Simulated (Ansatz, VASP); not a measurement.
## One calculation of LaFeGe, two programs

```
La Ge Fe
1.0
     4.31481    0.00000    0.00000
    -2.15740    3.73673    0.00000
     0.00000    0.00000    4.36984
La Ge Fe
1 1 1
Direct
  0.00000 0.00000 0.00000
  0.66667 0.33333 0.50000
  0.33333 0.66667 0.50000
```

Alike in both runs: task single point; functional PBE; k mesh 7 × 7 × 6; occupations fermi-dirac, width 0.05 eV; collinear spin.

```csv
,VASP,Ansatz
version,VASP 6.6.1,Ansatz 0.2.0
potentials or method,"VASP PAW PBE potentials, release 64 (La, Ge_d, Fe)",Ansatz PAW
plane-wave cutoff (eV),520,420
valence electrons in the cell,33,41
```

|  | VASP | Ansatz | Ansatz less VASP |
| --- | --- | --- | --- |
| gap on the k mesh at the Fermi level (eV) | none | none | - |
| pressure (GPa) | -3.8 | -3.8 | +0.05 |
| traceless stress, the component that is largest in VASP (GPa) | 0.24 | 0.27 | +0.034 |
| net moment per atom (μB) | 0.81 | 0.81 | +0.005 |
| size of the moment on the site where the two differ most (μB) | 2.45 | 2.42 | -0.034 |

Site moments also hang on the region over which each program counts them. A gap of «none» marks a metal or a gap that the smearing closes. VASP's potentials hold 33 valence electrons a cell and Ansatz's 41, so a difference there can come from the potentials and not from the codes.

Spin-orbit coupling is off throughout.
